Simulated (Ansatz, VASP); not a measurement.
Two plane-wave programs on Ta3H

Contents of INCAR:

```
SYSTEM = Ta3H
  PREC = Accurate
  ENCUT = 520
  EDIFF = 1E-6
  ISMEAR = 0
  SIGMA = 0.1
  LREAL = .FALSE.
  LASPH = .TRUE.
  NELM = 60
  ALGO = Normal
  ISIF = 2
  LWAVE = .FALSE.
  LCHARG = .FALSE.
  LDIPOL = .TRUE.
  IDIPOL = 3
  DIPOL = 0.5 0.5 0.332
  NBANDS = 44
```

File KPOINTS:

```
Automatic mesh
0
G
  6 6 1
  0 0 0
```

Contents of POSCAR:

```
Ta3H
1.0
    4.6002247492      0.0000000000      0.0000000000
   -2.3001123746      3.9839114959      0.0000000000
    0.0000000000      0.0000000000     22.4017722044
Ta H
6 2
Direct
    0.6666666667      0.3333333333      0.1785573018
    0.3333333333      0.6666666667      0.2204743848
    0.0000000000      0.0000000000      0.2623914678
    0.6666666667      0.3333333333      0.3016814391
    0.3333333333      0.6666666667      0.3385386112
    0.0000000000      0.0000000000      0.3750494438
    0.2334469093      0.6666666667      0.4911116899
    0.4332197574      0.6666666667      0.4911116899
```

Input for Ansatz:

```yaml
crystal:
  lattice:
    - [4.6002247492, 0.0, 0.0]
    - [-2.3001123746, 3.9839114959, 0.0]
    - [0.0, 0.0, 22.4017722044]
  atoms:
    - { symbol: Ta, position: [0.6666666667, 0.3333333333, 0.1785573018] }
    - { symbol: Ta, position: [0.3333333333, 0.6666666667, 0.2204743848] }
    - { symbol: Ta, position: [0.0, 0.0, 0.2623914678] }
    - { symbol: Ta, position: [0.6666666667, 0.3333333333, 0.3016814391] }
    - { symbol: Ta, position: [0.3333333333, 0.6666666667, 0.3385386112] }
    - { symbol: Ta, position: [0.0, 0.0, 0.3750494438] }
    - { symbol: H, position: [0.2334469093, 0.6666666667, 0.4911116899] }
    - { symbol: H, position: [0.4332197574, 0.6666666667, 0.4911116899] }
basis:
  ecutwfc: 420
kpoints:
  mp_grid: { grid: [6, 6, 1] }
hamiltonian:
  xc: lda
  pseudopotentials: { kind: paw, azcp: { folder: soft_1 } }
scf:
  occupations: { method: gaussian, width: 0.1 }
output:
  forces: true
  eigenvalues: true
efield:
  axis: 3
  dipole_correction: true
  ramp_width: 0.04
```

Alike in both runs: task single point; functional LDA; k mesh 6 × 6 × 1; occupations gaussian, width 0.1 eV; no spin polarisation.

|  | VASP | Ansatz |
| --- | --- | --- |
| version | VASP 6.6.1 | Ansatz 0.2.0 |
| potentials or method | VASP PAW LDA potentials, release 64 (Ta_pv, H), cutoff 520 eV | scalar-relativistic, plane waves, PAW |
| valence electrons in the cell | 68 | 80 |

Ansatz gave:

```
rms of the force components (eV/Å) : 1.027
```

**Question.** What did VASP give for the same quantities?

**Answer.** rms of the force components (eV/Å): 1.023.

Ansatz warns that its potentials were made for another functional, while VASP's fit it. LDA's correlation is that of Perdew and Zunger in VASP and of Perdew and Wang (1992) in Ansatz. Atom by atom the forces differ by 0.027 eV/Å (rms over components). VASP's potentials hold 68 valence electrons a cell and Ansatz's 80, so a difference there can come from the potentials and not from the codes. Ansatz's warnings: vacuum below fermi.

Neither program's run includes spin-orbit coupling.
